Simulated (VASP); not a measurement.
# Si16HC16 (a cell with a defect) in VASP: notebook

The runs below take Si16HC16 (a cell with a defect) through relaxation of the atoms, with PBE.

All numbers are computed with VASP 6.6.1; they aren't measurements. Logs are shortened: lines on timing, memory, paths and dates and some standing lists are left out, and cuts for length are marked.

**1. The cell of the first run**

The cell holds a defect, 33 atoms: a = 7.586 Å, b = 7.586 Å, c = 7.586 Å, α = 109.47°, β = 109.47°, γ = 109.47°.

**2. Relaxation of the atoms, PBE**

File INCAR:

```
ALGO = Normal
EDIFF = 1E-7
EDIFFG = -0.02
ENCUT = 520
GGA = PE
GGA_COMPAT = False
IBRION = 2
ISIF = 2
ISMEAR = -1
LASPH = True
LCHARG = False
LREAL = Auto
LWAVE = False
NELECT = 130.0
NELM = 120
NELMIN = 4
NSW = 90
PREC = Accurate
SIGMA = 0.01
```

File KPOINTS:

```
Automatic mesh
0
Gamma
  1 1 1
  0.25 0.25 0.25
```

File POSCAR:

```
Si16HC16
1.0
   -4.3797050000      4.3797050000     -4.3797050000
    4.3797050000      4.3797050000      4.3797050000
    4.3797050000     -4.3797050000     -4.3797050000
Si C H
16 16 1
Direct
    0.0000000000      0.0000000000      0.7500000000
    0.0000000000      0.2500000000      0.5000000000
    0.0000000000      0.5000000000      0.2500000000
    0.0000000000      0.7500000000      0.0000000000
    0.2500000000      0.0000000000      0.5000000000
    0.2500000000      0.2500000000      0.2500000000
    0.2500000000      0.5000000000      0.0000000000
    0.2500000000      0.7500000000      0.7500000000
    0.5000000000      0.0000000000      0.2500000000
    0.5000000000      0.2500000000      0.0000000000
    0.5000000000      0.5000000000      0.7500000000
    0.5000000000      0.7500000000      0.5000000000
    0.7500000000      0.0000000000      0.0000000000
    0.7500000000      0.2500000000      0.7500000000
    0.7500000000      0.5000000000      0.5000000000
    0.7500000000      0.7500000000      0.2500000000
    0.0000000000      0.0000000000      0.0000000000
    0.0000000000      0.2500000000      0.7500000000
    0.0000000000      0.5000000000      0.5000000000
    0.0000000000      0.7500000000      0.2500000000
    0.2500000000      0.0000000000      0.7500000000
    0.2500000000      0.2500000000      0.5000000000
    0.2500000000      0.5000000000      0.2500000000
    0.2500000000      0.7500000000      0.0000000000
    0.5000000000      0.0000000000      0.5000000000
    0.5000000000      0.2500000000      0.2500000000
    0.5000000000      0.5000000000      0.0000000000
    0.5000000000      0.7500000000      0.7500000000
    0.7500000000      0.0000000000      0.2500000000
    0.7500000000      0.2500000000      0.0000000000
    0.7500000000      0.5000000000      0.7500000000
    0.7500000000      0.7500000000      0.5000000000
    0.0000000000      0.5000000000      0.0000000000
```

Potentials or basis: VASP PAW PBE potentials, release 64 (Si, C, H).

Command:

```sh
$ cat potpaw_PBE.64/Si/POTCAR potpaw_PBE.64/C/POTCAR potpaw_PBE.64/H/POTCAR > POTCAR
$ mpirun -np 1 vasp_std > vasp.out
```

OUTCAR:

```text
EDIFF = 1E-7
   EDIFFG = -0.02
   ENCUT = 520
   GGA = PE
   IBRION = 2
   ISIF = 2
   ISMEAR = -1
   LASPH = True
   LREAL = Auto
   NELECT = 130.0
   NELM = 120
   NELMIN = 4
   NSW = 90
   PREC = Accurate

 ion  position               nearest neighbor table
   1  0.000  0.000  0.750-  17 1.90  18 1.90  21 1.90  32 1.90   7 3.10  10 3.10  15 3.10  12 3.10
                            14 3.10   5 3.10   6 3.10   2 3.10   8 3.10  16 3.10   4 3.10  13 3.10
   2  0.000  0.250  0.500-  18 1.90  19 1.90  22 1.90  29 1.90   8 3.10  11 3.10  16 3.10   9 3.10
                            15 3.10   5 3.10   6 3.10   7 3.10   1 3.10  13 3.10   3 3.10  14 3.10
   3  0.000  0.500  0.250-  19 1.90  20 1.90  23 1.90  30 1.90  33 1.90  12 3.10   5 3.10  13 3.10
                            10 3.10   2 3.10   6 3.10   7 3.10   8 3.10   4 3.10  14 3.10  15 3.10
   4  0.000  0.750  0.000-  17 1.90  20 1.90  24 1.90  31 1.90  33 1.90   9 3.10   6 3.10  14 3.10
                            11 3.10   5 3.10   1 3.10   7 3.10   8 3.10   3 3.10  15 3.10  13 3.10
   5  0.250  0.000  0.500-  20 1.90  21 1.90  22 1.90  25 1.90  11 3.10  14 3.10   3 3.10  16 3.10
                             2 3.10   6 3.10   8 3.10   9 3.10  10 3.10   4 3.10   1 3.10  12 3.10
   6  0.250  0.250  0.250-  17 1.90  22 1.90  23 1.90  26 1.90  12 3.10  15 3.10   4 3.10  13 3.10
                             3 3.10   5 3.10   7 3.10   9 3.10  10 3.10   1 3.10  11 3.10   2 3.10
   7  0.250  0.500  0.000-  18 1.90  23 1.90  24 1.90  27 1.90  33 1.90  16 3.10   9 3.10   1 3.10
                            14 3.10   6 3.10   8 3.10   3 3.10  10 3.10  11 3.10   2 3.10  12 3.10
   8  0.250  0.750  0.750-  19 1.90  21 1.90  24 1.90  28 1.90  10 3.10  13 3.10   2 3.10  15 3.10
                             4 3.10   5 3.10   7 3.10   9 3.10   1 3.10   3 3.10  11 3.10  12 3.10
   9  0.500  0.000  0.250-  24 1.90  25 1.90  26 1.90  29 1.90   2 3.10  15 3.10   7 3.10   4 3.10
[... 18 lines left out ...]
  20  0.000  0.750  0.250-   3 1.90   4 1.90   5 1.90  16 1.90
  21  0.250  0.000  0.750-   1 1.90   5 1.90   8 1.90  10 1.90
  22  0.250  0.250  0.500-   2 1.90   5 1.90   6 1.90  11 1.90
[... 9 lines left out ...]
  32  0.750  0.750  0.500-   1 1.90  12 1.90  15 1.90  16 1.90
  33  0.000  0.500  0.000-   3 1.90   4 1.90   7 1.90  14 1.90

  LATTYP: Found a body centered cubic cell.
 ALAT       =     8.7594100000

  Lattice vectors:

 A1 = (  -4.3797050000,   4.3797050000,  -4.3797050000)
 A2 = (   4.3797050000,   4.3797050000,   4.3797050000)
 A3 = (   4.3797050000,  -4.3797050000,  -4.3797050000)

Analysis of symmetry for initial positions (statically):
=====================================================================
 Subroutine PRICEL returns:
 Original cell was already a primitive cell.

 Routine SETGRP: Setting up the symmetry group for a
 body centered cubic supercell.

 Subroutine GETGRP returns: Found 24 space group operations
 (whereof  6 operations were pure point group operations)
 out of a pool of 48 trial point group operations.

The static configuration has the point symmetry C_3v.
 The point group associated with its full space group is T_d .

Analysis of symmetry for dynamics (positions and initial velocities):
=====================================================================
[... 172 lines left out ...]
  Thomas-Fermi vector in A             =   2.328892
   LORBIT       =      0    0 simple, 1 ext, 2 COOP (PROOUT), +10 PAW based schemes
   GGA     = PE    functional components
   LHFCALC =     F    Hartree Fock is set to
   AEXX    =    0.0000 exact exchange contribution
   IVDW    =     0    specifies the selected vdW correction
   LEPSILON=     F    determine dielectric tensor
   LRPA    =     F    only Hartree local field effects (RPA)
 conjugate gradient relaxation of ions
 non-spin polarized calculation
  energy-cutoff  :      520.00
  volume of cell :      336.04
 maximum number of plane-waves:      9024
 NGX is ok and might be reduce to    56
   NGX = 29   NGY = 29   NGZ = 29

--------------------------------------- Ionic step        1  -------------------------------------------

 number of electron     129.9999987 magnetization

 Free energy of the ion-electron system (eV)
  ---------------------------------------------------
  ext. energy  EPLUGINS =         0.00000000
  ---------------------------------------------------
  free energy    TOTEN  =      -230.79266088 eV

  energy without entropy =     -230.79266088  energy(sigma->0) =     -230.79266088

------------------------ aborting loop because EDIFF is reached ----------------------------------------

  FORCE on cell =-STRESS in cart. coord.  units (eV):
  Direction    XX          YY          ZZ          XY          YZ          ZX
  --------------------------------------------------------------------------------------
  -------------------------------------------------------------------------------------
  Total       15.3855216     15.3855216     15.3855216      0.0000000     -0.0000000      0.0000000
  in kB       73.3547494     73.3547494     73.3547494      0.0000000     -0.0000000      0.0000000
  external PRESSURE =      73.3547494 kB  Pullay stress =       0.0000000 kB
[... 456 lines left out ...]
--------------------------------------- Ionic step        8  -------------------------------------------

 number of electron     129.9999996 magnetization

 Free energy of the ion-electron system (eV)
  ---------------------------------------------------
  ext. energy  EPLUGINS =         0.00000000
  ---------------------------------------------------
  free energy    TOTEN  =      -231.34259772 eV

  energy without entropy =     -231.34259772  energy(sigma->0) =     -231.34259772

 E-fermi :   8.2466     XC(G=0): -11.3474

 val. band max:        7.9657223000   @ k =   0.2500   0.2500   0.2500
 cond. band min:      11.6177562943   @ k =   0.2500   0.2500   0.2500
 fundamental gap:      3.6520339943
 Fermi energy:         8.2466488256

 k-point     1 :       0.2500    0.2500    0.2500
  band No.  band energies     occupation
      1      -6.3229      2.00000
      2      -6.1525      2.00000
      3      -6.1525      2.00000
      4      -6.1525      2.00000
      5      -3.5462      2.00000
      6      -3.4917      2.00000
[... 69 lines left out ...]
     76      11.7802      0.00000
     77      13.5651      0.00000
 [bands above 77 left out]

------------------------ aborting loop because EDIFF is reached ----------------------------------------

  FORCE on cell =-STRESS in cart. coord.  units (eV):
  Direction    XX          YY          ZZ          XY          YZ          ZX
  --------------------------------------------------------------------------------------
  -------------------------------------------------------------------------------------
  Total       15.3210510     15.3210510     15.3210510      0.0000000      0.0000000      0.0000000
  in kB       73.0473678     73.0473678     73.0473678      0.0000000      0.0000000      0.0000000
  external PRESSURE =      73.0473678 kB  Pullay stress =       0.0000000 kB
[... 48 lines left out ...]
  FREE ENERGIE OF THE ION-ELECTRON SYSTEM (eV)
  ---------------------------------------------------
  free  energy   TOTEN  =      -231.3425977207 eV

  energy  without entropy=     -231.3425977207  energy(sigma->0) =     -231.34259772

 reached required accuracy - stopping structural energy minimisation
```

Run time: 7 min. Hardware: 1 thread of Oxide Virtual Turin-like, shared host; peak memory 0.42 GiB.

Results:

| Item | Value |
| --- | --- |
| Free energy | -231.3426 eV |
| Energy gained by relaxing | 16.7 meV/atom |
| Ionic steps | 8 |
| Largest force after relaxing | 0.017 eV/Å |

Forces in eV/Å, atoms in the order of the input:
```
Si   0.017  0.000  0.000
Si   0.017  0.000  0.000
Si  -0.004  0.004  0.004
Si  -0.004 -0.004 -0.004
Si  -0.017  0.000  0.000
Si   0.000  0.000  0.017
Si   0.004 -0.004  0.004
Si   0.000 -0.017  0.000
Si   0.000 -0.017  0.000
Si   0.000  0.017  0.000
Si   0.000  0.000 -0.017
Si   0.000  0.000  0.017
Si   0.000  0.017  0.000
Si   0.004  0.004 -0.004
Si   0.000  0.000 -0.017
Si  -0.017  0.000  0.000
C    0.004  0.004  0.004
C   -0.006  0.000  0.000
C    0.004 -0.004 -0.004
C    0.006  0.000  0.000
C    0.000  0.000  0.000
C    0.000  0.000  0.000
C    0.000  0.000 -0.006
C    0.000  0.006  0.000
C   -0.004 -0.004  0.004
C    0.000  0.000  0.000
C   -0.004  0.004 -0.004
C    0.000  0.000  0.000
C    0.000  0.000  0.000
C    0.000 -0.006  0.000
C    0.000  0.000  0.006
C    0.000  0.000  0.000
H    0.000  0.000  0.000
```

Step by step:
```csv
step,energy change (eV),largest force (eV/Å),pressure (GPa)
1,0.0000,2.1076,7.34
2,-0.3025,0.9705,7.77
3,-0.4782,0.4401,7.43
4,-0.5387,0.2952,7.39
5,-0.5388,0.3032,7.39
6,-0.5497,0.0421,7.31
7,-0.5497,0.0433,7.31
8,-0.5499,0.0174,7.30
```

Final structure:
```
Si C H
1.0
    -4.37971    4.37971   -4.37971
     4.37971    4.37971    4.37971
     4.37971   -4.37971   -4.37971
Si C H
16 16 1
Direct
  0.00000 0.99860 0.74998
  0.00000 0.24998 0.49860
  0.00000 0.50000 0.23923
  0.00000 0.73923 0.00000
  0.25138 0.00140 0.50140
  0.25002 0.24862 0.25002
  0.23923 0.50000 0.00000
  0.25002 0.75002 0.74862
  0.50140 0.00140 0.25138
  0.49860 0.24998 0.00000
  0.49860 0.50000 0.74998
  0.50140 0.75138 0.50140
  0.74998 0.99860 0.00000
  0.76077 0.26077 0.76077
  0.74998 0.50000 0.49860
  0.74862 0.75002 0.25002
  0.00000 0.99787 0.00000
  0.00000 0.24402 0.74402
  0.00000 0.50000 0.49787
  0.00000 0.75598 0.25598
  0.25000 0.00000 0.75000
  0.25000 0.25000 0.50000
  0.25598 0.50000 0.25598
  0.25598 0.75598 0.00000
  0.50213 0.00213 0.50213
  0.50000 0.25000 0.25000
  0.49787 0.50000 0.00000
  0.50000 0.75000 0.75000
  0.75000 0.00000 0.25000
  0.74402 0.24402 0.00000
  0.74402 0.50000 0.74402
  0.75000 0.75000 0.50000
  0.00000 0.50000 0.00000
```

Levels at points of the mesh, in eV from the Fermi level:
```
           k point  band 61  band 62  band 63  band 64  band 65  band 66  band 67  band 68  band 69  band 70
(0.25, 0.25, 0.25)    -0.85    -0.76    -0.76    -0.76    -0.28     3.37     3.37     3.37     3.40     3.40
```

Caveat: the k points lie up to 1.01 Å⁻¹ apart, too coarse for converged energies, forces and pressures; the cell carries a net charge on a neutralising background, which shifts energy and pressure; the cell is charged against a uniform background, so pressure and absolute levels hang on convention.

(Part 1 of 2 ends here.)
